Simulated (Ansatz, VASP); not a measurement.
Pd in VASP and in Ansatz

File INCAR:

```
ALGO = Normal ; EDIFF = 1E-6
ENCUT = 500 ; GGA = PE
GGA_COMPAT = False ; ISIF = 2
ISMEAR = -1 ; ISPIN = 2
LASPH = True ; LCHARG = True
LELF = True ; LMAXMIX = 4
LORBIT = 11 ; LREAL = False
LVHAR = True ; LWAVE = False
MAGMOM = 0.5 -0.5 ; NBANDS = 21
NELM = 200 ; PREC = Accurate
SIGMA = 0.05
```

File KPOINTS:

```
k-points
0
Gamma
  16 16 16
```

POSCAR

```
Pd
1.0
    3.1373983922      0.0000000000      0.0000000000
    0.0000000000      3.1373983922      0.0000000000
    0.0000000000      0.0000000000      3.1373983922
Pd
2
Direct
    0.0000000000      0.0000000000      0.0000000000
    0.5000000000      0.5000000000      0.5000000000
```

Input for Ansatz:

```yaml
crystal:
  lattice:
    - [3.1373983922, 0.0, 0.0]
    - [0.0, 3.1373983922, 0.0]
    - [0.0, 0.0, 3.1373983922]
  atoms:
    - { symbol: Pd, position: [0.0, 0.0, 0.0], spin: 0.5 }
    - { symbol: Pd, position: [0.5, 0.5, 0.5], spin: -0.5 }
hamiltonian:
  xc: pbe
  pseudopotentials:
    kind: paw
    azcp:
      Pd: "pseudopotentials/Pd.paw.azcp"
basis:
  ecutwfc: 420
  fft_grid_basis: typed
kpoints:
  mp_grid: { grid: [16, 16, 16], shift: [0, 0, 0] }
magnetization:
  spin_polarized: true
scf:
  occupations: { method: fermi_dirac, width: 0.05 }
```

Alike in both runs: task single point; functional PBE; k mesh 16 × 16 × 16; occupations fermi-dirac, width 0.05 eV; collinear spin.

|  | VASP | Ansatz |
| --- | --- | --- |
| version | VASP 6.6.1 | Ansatz 0.2.0 |
| potentials or method | VASP PAW PBE potentials, release 64 (Pd), cutoff 500 eV | plane waves (420 eV) with PAW, scalar-relativistic |
| valence electrons in the cell | 20 | 36 |

```tsv
	VASP	Ansatz	Ansatz less VASP
net moment per atom (μB)	0.00	0.00	0.000
```

VASP's potentials hold 20 valence electrons a cell and Ansatz's 36, so a difference there can come from the potentials and not from the codes. Ansatz's warnings: seeded moment not kept.
